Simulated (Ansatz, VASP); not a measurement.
## Al in VASP and in Ansatz

```
Al
1.0
     2.84689    0.00000    0.00000
    -1.42344    2.46548    0.00000
     0.00000    0.00000    4.74319
Al
2
Cartesian
  0.0000 1.6437 3.5574
  1.4234 0.8218 1.1858
```

Alike in both runs: functional PBE; k mesh 16 × 16 × 10; occupations gaussian, width 0.05 eV; no spin polarisation.

Ansatz relaxed the structure, and its values are those at the end. VASP's run is a single point on that final structure, the one shown.

```csv
,VASP,Ansatz
version,VASP 6.6.1,Ansatz 0.2.0
potentials or method,"VASP PAW PBE potentials, release 64 (Al), cutoff 520 eV","scalar-relativistic, plane waves, PAW"
valence electrons in the cell,6,6
```

|  | VASP | Ansatz | Ansatz less VASP |
| --- | --- | --- | --- |
| gap on the k mesh at the Fermi level (eV) | none | none | - |
| pressure (GPa) | 0.0 | 0.0 | +0.02 |

A gap of «none» marks a metal or a gap that the smearing closes. The functional is the same, so the differences come from potentials, cutoffs and numerics.
